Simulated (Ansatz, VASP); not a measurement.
Cu in VASP and in Ansatz

Contents of POSCAR:

```
Cu
1.0
    2.5256500100      0.0000000000      0.0000000000
   -1.2628245067      2.1872766933      0.0000000000
    0.0000000000      0.0000000000      4.1401258375
Cu
2
Direct
    0.3333333333      0.6666666667      0.2500000000
    0.6666666667      0.3333333333      0.7500000000
```

INCAR.step1

```
  ALGO = Normal
  EDIFF = 1E-4
  ENCUT = 520
  GGA = PE
  ISMEAR = -1
  LASPH = True
  LCHARG = False
  LREAL = False
  LWAVE = True
  NBANDS = 18
  NELM = 80
  PREC = Accurate
  SIGMA = 0.1
```

The input INCAR.step2:

```
  ALGO = Normal
  EDIFF = 1E-7
  ENCUT = 520
  ISIF = 2
  ISMEAR = -1
  ISTART = 1
  LASPH = True
  LCHARG = False
  LMIXTAU = True
  LREAL = False
  LWAVE = False
  METAGGA = R2SCAN
  NBANDS = 18
  NELM = 80
  PREC = Accurate
  SIGMA = 0.1
```

Contents of KPOINTS:

```
k-points
0
Gamma
  16 16 9
```

Input for Ansatz:

```yaml
crystal:
  lattice:
    - [2.52565001, 0.0, 0.0]
    - [-1.2628245066666666, 2.1872766933333336, 0.0]
    - [0.0, 0.0, 4.140125837518596]
  atoms:
    - { symbol: Cu, position: [0.3333333333333333, 0.6666666666666666, 0.25] }
    - { symbol: Cu, position: [0.6666666666666666, 0.3333333333333333, 0.75] }
basis:
  ecutwfc: 520.0
kpoints:
  mp_grid:
    grid: [16, 16, 9]
hamiltonian:
  xc: r2scan
scf:
  occupations:
    method: fermi_dirac
    width: 0.1
output:
  stress: true
```

Alike in both runs: task single point; functional r2SCAN; k mesh 16 × 16 × 9; occupations fermi-dirac, width 0.1 eV; no spin polarisation.

|  | VASP | Ansatz |
| --- | --- | --- |
| version | VASP 6.6.1 | Ansatz 0.2.0 |
| potentials or method | VASP PAW PBE potentials, release 64 (Cu), cutoff 520 eV | plane waves, PAW |
| valence electrons in the cell | 22 | 38 |

Ansatz gave:

| Quantity | Value |
| --- | --- |
| pressure (GPa) | 0.3 |
| traceless stress, the component that is largest in VASP (GPa) | -0.33 |

Which values does VASP return?

Pressure (GPa): 1.0; traceless stress, the component that is largest in VASP (GPa): -0.32.

VASP's potentials were made for PBE, not for r2SCAN. With one functional, cell and mesh, what is left measures potentials, basis and numerics. VASP's potentials hold 22 valence electrons a cell and Ansatz's 38, so a difference there can come from the potentials and not from the codes. Ansatz's warnings: structure snapped to symmetry.
